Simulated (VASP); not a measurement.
# KBr (Fm-3m) in VASP: notebook

KBr is run at these levels: LDA, PBE-based global hybrid with 50 % exact exchange, PBE-based screened hybrid with 10 % exact exchange; tasks: single point.

Everything below comes from runs of VASP 6.6.1. Logs are shortened: lines on timing, memory, paths and dates and some standing lists are left out, and cuts for length are marked.

## 1. The cell of the first run

It takes space group Fm-3m (No. 225, cubic). The conventional cell has a = 6.600 Å, b = 6.600 Å, c = 6.600 Å, α = 90.00°, β = 90.00°, γ = 90.00°. Within 4.3 Å of Br (site symmetry m-3m) lie 6 K at 3.30 Å. Within 4.3 Å of K (site symmetry m-3m) lie 6 Br at 3.30 Å.

## 2. Single point, LDA, non-collinear spin, zero start, spin-orbit coupling

INCAR

```
SYSTEM = KBr
  PREC = Accurate
  ENCUT = 520
  EDIFF = 1E-6
  ISMEAR = -1
  SIGMA = 0.05
  LREAL = .FALSE.
  LASPH = .TRUE.
  NELM = 150
  ALGO = Normal
  ISIF = 2
  LWAVE = .FALSE.
  LCHARG = .FALSE.
  LNONCOLLINEAR = .TRUE.
  MAGMOM = 0 0 0 0 0 0
  LORBIT = 11
  LSORBIT = .TRUE.
  GGA_COMPAT = .FALSE.
  LORBMOM = .TRUE.
  GGA = CA
  NBANDS = 28
```

KPOINTS

```
regular mesh
0
G
  5 5 5
  0 0 0
```

POSCAR

```
KBr
1.0
    0.0000000000      3.3000000000      3.3000000000
    3.3000000000      0.0000000000      3.3000000000
    3.3000000000      3.3000000000      0.0000000000
Br K
1 1
Direct
    0.5000000000      0.5000000000      0.5000000000
    0.0000000000      0.0000000000      0.0000000000
```

Potentials or basis: VASP PAW LDA potentials, release 64 (Br, K_sv).

Launch:

```console
cat potpaw_LDA.64/Br/POTCAR potpaw_LDA.64/K_sv/POTCAR > POTCAR
mpirun -np 1 vasp_ncl > vasp.out
```

OUTCAR:

```text
SYSTEM = KBr
   PREC = Accurate
   ENCUT = 520
   EDIFF = 1E-6
   ISMEAR = -1
   LREAL = .FALSE.
   LASPH = .TRUE.
   NELM = 150
   ISIF = 2
   LNONCOLLINEAR = .TRUE.
   LORBIT = 11
   LSORBIT = .TRUE.
   GGA = CA

 ion  position               nearest neighbor table
   1  0.500  0.500  0.500-   2 3.30   2 3.30   2 3.30   2 3.30   2 3.30   2 3.30
   2  0.000  0.000  0.000-   1 3.30   1 3.30   1 3.30   1 3.30   1 3.30   1 3.30

  LATTYP: Found a face centered cubic cell.
 ALAT       =     6.6000000000

  Lattice vectors:

 A1 = (   0.0000000000,   3.3000000000,   3.3000000000)
 A2 = (   3.3000000000,   0.0000000000,   3.3000000000)
 A3 = (   3.3000000000,   3.3000000000,   0.0000000000)

Analysis of symmetry for initial positions (statically):
=====================================================================
 Subroutine PRICEL returns:
 Original cell was already a primitive cell.

 Routine SETGRP: Setting up the symmetry group for a
 face centered cubic supercell.

 Subroutine GETGRP returns: Found 48 space group operations
 (whereof 48 operations were pure point group operations)
 out of a pool of 48 trial point group operations.

The static configuration has the point symmetry O_h .

Analysis of symmetry for dynamics (positions and initial velocities):
=====================================================================
 Subroutine PRICEL returns:
 Original cell was already a primitive cell.

 Routine SETGRP: Setting up the symmetry group for a
 face centered cubic supercell.

 Subroutine GETGRP returns: Found 48 space group operations
 (whereof 48 operations were pure point group operations)
 out of a pool of 48 trial point group operations.

The dynamic configuration has the point symmetry O_h .

Analysis of structural, dynamic, and magnetic symmetry:
=====================================================================
 Subroutine PRICEL returns:
 Original cell was already a primitive cell.

 Routine SETGRP: Setting up the symmetry group for a
 face centered cubic supercell.

 Subroutine GETGRP returns: Found 48 space group operations
 (whereof 48 operations were pure point group operations)
 out of a pool of 48 trial point group operations.

The overall configuration has the point symmetry O_h .

 Subroutine INISYM returns: Found 48 space group operations
 (whereof 48 operations are pure point group operations),
 and found     1 'primitive' translations

----------------------------------------------------------------------------------------

                                     Primitive cell

  volume of cell :      71.8740

  direct lattice vectors                    reciprocal lattice vectors
     0.000000000  3.300000000  3.300000000    -0.151515152  0.151515152  0.151515152
     3.300000000  0.000000000  3.300000000     0.151515152 -0.151515152  0.151515152
     3.300000000  3.300000000  0.000000000     0.151515152  0.151515152 -0.151515152

  length of vectors
     4.666904756  4.666904756  4.666904756     0.262431941  0.262431941  0.262431941

  position of ions in fractional coordinates (direct lattice)
     0.500000000  0.500000000  0.500000000
     0.000000000  0.000000000  0.000000000

  ion indices of the primitive-cell ions
   primitive index   ion index
                 1           1
                 2           2

----------------------------------------------------------------------------------------

 KPOINTS: regular mesh

Automatic generation of k-mesh.
 Grid dimensions read from file:
 generate k-points for:    5    5    5

 Generating k-lattice:

  Cartesian coordinates                     Fractional coordinates (reciprocal lattice)
    -0.030303030  0.030303030  0.030303030     0.200000000  0.000000000  0.000000000
     0.030303030 -0.030303030  0.030303030     0.000000000  0.200000000  0.000000000
     0.030303030  0.030303030 -0.030303030     0.000000000  0.000000000  0.200000000
[... 81 lines left out ...]

 number of electron      15.9999997 magnetization      -0.0000000      0.0000000      0.0000000

 Free energy of the ion-electron system (eV)
  ---------------------------------------------------
  ext. energy  EPLUGINS =         0.00000000
  ---------------------------------------------------
  free energy    TOTEN  =        -6.82897376 eV

  energy without entropy =       -6.82897376  energy(sigma->0) =       -6.82897376

 E-fermi :  -0.6523     XC(G=0):  -7.8866

 val. band max:       -1.7501877049   @ k =   0.0000   0.0000   0.0000
 cond. band min:       2.1240915533   @ k =   0.0000   0.0000   0.0000
 fundamental gap:      3.8742792582
 Fermi energy:        -0.6523423786

 k-point     1 :       0.0000    0.0000    0.0000
  band No.  band energies     occupation
      1     -29.3218      1.00000
      2     -29.3218      1.00000
      3     -14.2369      1.00000
      4     -14.2369      1.00000
      5     -13.2162      1.00000
      6     -13.2162      1.00000
[... 299 lines left out ...]
     27       8.2042      0.00000
     28       8.2042      0.00000

------------------------ aborting loop because EDIFF is reached ----------------------------------------

  FORCE on cell =-STRESS in cart. coord.  units (eV):
  Direction    XX          YY          ZZ          XY          YZ          ZX
  --------------------------------------------------------------------------------------
  -------------------------------------------------------------------------------------
  Total       -0.7131489     -0.7131489     -0.7131489      0.0000000      0.0000000      0.0000000
  in kB      -15.8971404    -15.8971404    -15.8971404      0.0000000      0.0000000      0.0000000
  external PRESSURE =     -15.8971404 kB  Pullay stress =       0.0000000 kB

 VOLUME and BASIS-vectors are now :
 -----------------------------------------------------------------------------
  energy-cutoff  :      520.00
  volume of cell :       71.87
      direct lattice vectors                 reciprocal lattice vectors
     0.000000000  3.300000000  3.300000000    -0.151515152  0.151515152  0.151515152
     3.300000000  0.000000000  3.300000000     0.151515152 -0.151515152  0.151515152
     3.300000000  3.300000000  0.000000000     0.151515152  0.151515152 -0.151515152

 POSITION                                       TOTAL-FORCE (eV/Angst)
 -----------------------------------------------------------------------------------
      3.30000      3.30000      3.30000         0.000000      0.000000      0.000000
      0.00000      0.00000      0.00000         0.000000     -0.000000     -0.000000
 -----------------------------------------------------------------------------------
    total drift:                                0.000000      0.000000      0.000000

  FREE ENERGIE OF THE ION-ELECTRON SYSTEM (eV)
  ---------------------------------------------------
  free  energy   TOTEN  =        -6.8289737639 eV

  energy  without entropy=       -6.8289737639  energy(sigma->0) =       -6.82897376

 orbital moment (x)

 # of ion     p       d       tot
 ----------------------------------------
  1         0.000  -0.000  -0.000
  2         0.000   0.000   0.000
 ----------------------------------------
            0.000   0.000   0.000

 orbital moment (y)

 # of ion     p       d       tot
 ----------------------------------------
  1         0.000   0.000   0.000
  2         0.000  -0.000  -0.000
 ----------------------------------------
            0.000  -0.000  -0.000

 orbital moment (z)

 # of ion     p       d       tot
 ----------------------------------------
  1         0.000   0.000   0.000
  2         0.000   0.000   0.000
 ----------------------------------------
            0.000   0.000   0.000

 Spin-Orbit-Coupling matrix elements

 Ion:    1  E_soc:     -0.0546794
 l=   1
     0.0000000    -0.0091130    -0.0091130
    -0.0091130     0.0000000    -0.0091130
    -0.0091130    -0.0091130     0.0000000
 l=   2
     0.0000000    -0.0000001     0.0000000    -0.0000001    -0.0000002
    -0.0000001     0.0000000    -0.0000001    -0.0000001    -0.0000000
     0.0000000    -0.0000001     0.0000000    -0.0000001     0.0000000
    -0.0000001    -0.0000001    -0.0000001     0.0000000    -0.0000000
    -0.0000002    -0.0000000     0.0000000    -0.0000000     0.0000000
 l=   3
     0.0000000     0.0000000     0.0000000     0.0000000     0.0000000     0.0000000     0.0000000
     0.0000000     0.0000000     0.0000000     0.0000000     0.0000000     0.0000000     0.0000000
     0.0000000     0.0000000     0.0000000     0.0000000     0.0000000     0.0000000     0.0000000
     0.0000000     0.0000000     0.0000000     0.0000000     0.0000000     0.0000000     0.0000000
     0.0000000     0.0000000     0.0000000     0.0000000     0.0000000     0.0000000     0.0000000
     0.0000000     0.0000000     0.0000000     0.0000000     0.0000000     0.0000000     0.0000000
     0.0000000     0.0000000     0.0000000     0.0000000     0.0000000     0.0000000     0.0000000

 Ion:    2  E_soc:     -0.0088591
 l=   1
     0.0000000    -0.0014753    -0.0014753
    -0.0014753     0.0000000    -0.0014753
    -0.0014753    -0.0014753     0.0000000
 l=   2
     0.0000000     0.0000002     0.0000000     0.0000002    -0.0000014
     0.0000002     0.0000000    -0.0000010     0.0000002    -0.0000003
     0.0000000    -0.0000010     0.0000000    -0.0000010     0.0000000
     0.0000002     0.0000002    -0.0000010     0.0000000    -0.0000003
    -0.0000014    -0.0000003     0.0000000    -0.0000003     0.0000000
 l=   3
     0.0000000     0.0000000     0.0000000     0.0000000     0.0000000     0.0000000     0.0000000
     0.0000000     0.0000000     0.0000000     0.0000000     0.0000000     0.0000000     0.0000000
     0.0000000     0.0000000     0.0000000     0.0000000     0.0000000     0.0000000     0.0000000
     0.0000000     0.0000000     0.0000000     0.0000000     0.0000000     0.0000000     0.0000000
     0.0000000     0.0000000     0.0000000     0.0000000     0.0000000     0.0000000     0.0000000
     0.0000000     0.0000000     0.0000000     0.0000000     0.0000000     0.0000000     0.0000000
     0.0000000     0.0000000     0.0000000     0.0000000     0.0000000     0.0000000     0.0000000

 total charge

# of ion       s       p       d       tot
------------------------------------------
    1        1.600   3.276   0.001   4.877
    2        1.956   5.561   0.026   7.542
--------------------------------------------------
tot          3.556   8.836   0.027  12.419

 magnetization (x)

# of ion       s       p       d       tot
------------------------------------------
    1       -0.000   0.000   0.000   0.000
    2       -0.000  -0.000   0.000  -0.000
--------------------------------------------------
tot         -0.000  -0.000   0.000  -0.000

 magnetization (y)

# of ion       s       p       d       tot
------------------------------------------
    1        0.000   0.000  -0.000  -0.000
    2       -0.000  -0.000   0.000  -0.000
--------------------------------------------------
tot         -0.000  -0.000  -0.000  -0.000

 magnetization (z)

# of ion       s       p       d       tot
------------------------------------------
    1        0.000   0.000   0.000   0.000
    2        0.000  -0.000   0.000  -0.000
--------------------------------------------------
tot          0.000  -0.000   0.000  -0.000
```

It took 80 s on 1 thread of AMD EPYC 7R13, shared host; peak memory 0.27 GiB.

What came out:

* Free energy: -6.8290 eV
* Pressure: -1.6 GPa
* Net moment: 0.00 μB per cell
* Valence electrons inside the program's atomic spheres: Br 4.88; K 7.54

Moments on the atoms (μB; x, y, z):
```
Br  0.00 0.00 0.00
K   0.00 0.00 0.00
```

## 3. Single point, PBE-based global hybrid with 50 % exact exchange

POSCAR is that of step 2.

INCAR.step1

```
PREC = Accurate ; ENCUT = 520
EDIFF = 1E-5 ; ISMEAR = -1
SIGMA = 0.05 ; LREAL = F
LASPH = T ; NELM = 100
ALGO = Normal ; ISIF = 2
LWAVE = T ; NBANDS = 15
GGA = PE
```

INCAR.step2

```
PREC = Accurate ; ENCUT = 520
EDIFF = 1E-7 ; ISMEAR = -1
SIGMA = 0.05 ; LREAL = F
LASPH = T ; NELM = 100
ALGO = Normal ; ISIF = 2
LWAVE = F ; LCHARG = T
GGA = PE ; LHFCALC = T
AEXX = 0.5 ; PRECFOCK = Normal
LELF = T ; LVHAR = T
NBANDS = 15 ; ISTART = 1
```

KPOINTS

```
regular mesh
0
Gamma
  4 4 4
```

Potentials or basis: VASP PAW PBE potentials, release 64 (Br, K_sv).

Launch:

```console
cat potpaw_PBE.64/Br/POTCAR potpaw_PBE.64/K_sv/POTCAR > POTCAR
cp INCAR.step1 INCAR
mpirun -np 1 vasp_std > vasp.out
cp INCAR.step2 INCAR
mpirun -np 1 vasp_std > vasp.out
```

Wall time 9.2 min (1 thread of Intel Xeon Platinum 8375C at 2.90GHz (Ice Lake), shared host); peak memory 0.2 GiB.

It converged, with:

- Free energy: -9.2060 eV
- Pressure: 0.1 GPa
- Band gap on the k mesh: 8.28 eV

Levels at points of the mesh, in eV from the valence-band top:
| k point | band 4 | band 5 | band 6 | band 7 | band 8 | band 9 | band 10 | band 11 | band 12 | band 13 |
| --- | --- | --- | --- | --- | --- | --- | --- | --- | --- | --- |
| (0.00, 0.00, 0.00) | -12.93 | -12.93 | 0.00 | 0.00 | 0.00 | 8.28 | 11.88 | 11.88 | 11.88 | 12.97 |
| (0.50, 0.00, 0.00) | -12.93 | -12.66 | -1.32 | -0.36 | -0.36 | 10.41 | 12.47 | 14.24 | 14.24 | 14.57 |
| (0.50, 0.50, 0.00) | -12.97 | -12.97 | -0.95 | -0.34 | -0.34 | 9.78 | 11.33 | 13.57 | 14.17 | 14.53 |

Caveat: the PAW data sets were made with another functional, which shifts forces and pressure a little.

(Continued in part 2 of 2.)
